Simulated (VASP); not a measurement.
Write the native input for VASP 6.6.1 that does the following.

```
Task                   : single point
Functional             : LDA
Potentials or basis    : VASP PAW LDA potentials, release 64 (C)
Cutoff                 : 520 eV
k mesh                 : 12 × 12 × 12
Occupations            : gaussian, width 0.01 eV
Spin                   : no spin polarisation
Dipole correction      : no
Further INCAR settings : ALGO = Normal; EDIFF = 1e-06; NBANDS = 11
```

The structure of C lies in POSCAR:

```
C
1.0
    1.2230706885      0.7061401912      3.3669127545
   -1.2230706885      0.7061401912      3.3669127545
    0.0000000000     -1.4122803825      3.3669127545
C
2
Direct
    0.1665851664      0.1665851664      0.1665851664
    0.8334148336      0.8334148336      0.8334148336
```

This cell differs from its parent crystal: volume scaled by 1.02, then relaxed in part.

The input as run:

INCAR

```
  PREC = Accurate
  ENCUT = 520
  EDIFF = 1E-6
  ISMEAR = 0
  SIGMA = 0.01
  LREAL = False
  LASPH = True
  NELM = 80
  ALGO = Normal
  ISIF = 2
  LWAVE = False
  LCHARG = False
  GGA = CA
  NBANDS = 11
```

KPOINTS

```
Automatic mesh
0
Gamma
  12 12 12
```

Potentials or basis: VASP PAW LDA potentials, release 64 (C).

Run with:

```bash
$ cat potpaw_LDA.64/C/POTCAR > POTCAR
$ mpirun -np 1 vasp_std > vasp.out
```

It gave:

| Property | Result |
| --- | --- |
| Pressure | 0.3 GPa |
| Band gap on the k mesh | 0.66 eV, direct |

Wall time 23 s on 1 thread of Intel(R) Xeon(R) 6975P-C (Granite Rapids), on a shared host, peak memory 0.14 GiB.
